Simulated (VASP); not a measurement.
Input of a VASP 6.6.1 run:

File INCAR:

```
PREC     = Accurate       # precision mode
ENCUT    = 520            # plane-wave cutoff, eV
EDIFF    = 1E-7           # SCF threshold, eV
ISMEAR   = -1             # smearing method
SIGMA    = 0.1            # smearing width, eV
LREAL    = F              # projectors in reciprocal space
LASPH    = T              # aspherical terms in the spheres
NELM     = 100            # most SCF steps
ALGO     = Normal         # electronic algorithm
ISIF     = 2              # what is computed and relaxed
LWAVE    = F              # write WAVECAR
LCHARG   = F              # write CHGCAR
GGA      = PE             # functional
NBANDS   = 30             # bands
```

The input KPOINTS:

```
Automatic mesh
0
Gamma
  6 6 6
```

POSCAR

```
Tl2FeH6
1.0
    0.0000000000      3.5111160000      3.5111160000
    3.5111160000      0.0000000000      3.5111160000
    3.5111160000      3.5111160000      0.0000000000
H Fe Tl
6 1 2
Direct
    0.7580000000      0.2420000000      0.2420000000
    0.2420000000      0.7580000000      0.2420000000
    0.2420000000      0.7580000000      0.7580000000
    0.7580000000      0.2420000000      0.7580000000
    0.2420000000      0.2420000000      0.7580000000
    0.7580000000      0.7580000000      0.2420000000
    0.0000000000      0.0000000000      0.0000000000
    0.2500000000      0.2500000000      0.2500000000
    0.7500000000      0.7500000000      0.7500000000
```

Potentials or basis: VASP PAW PBE potentials, release 64 (H, Fe, Tl_d).

Command:

```bash
$ cat potpaw_PBE.64/H/POTCAR potpaw_PBE.64/Fe/POTCAR potpaw_PBE.64/Tl_d/POTCAR > POTCAR
$ mpirun -np 1 vasp_std > vasp.out
```

Problem. Predict the pressure.

Solution. 1.2 GPa.

Problem. Predict the band gap on the k mesh.

Solution. 0.04 eV, indirect (least direct gap 0.25 eV).

Forces on the atoms (eV/Å):
```
H   -0.839  0.000  0.000
H    0.000 -0.839  0.000
H    0.839  0.000  0.000
H    0.000  0.839  0.000
H    0.000  0.000 -0.839
H    0.000  0.000  0.839
Fe   0.000  0.000  0.000
Tl   0.000  0.000  0.000
Tl   0.000  0.000  0.000
```

Caveat: spin-orbit coupling is left out, which moves the levels of the heavy elements. Spin polarisation is off, so any magnetic state and its effect on volume and gap are missing.
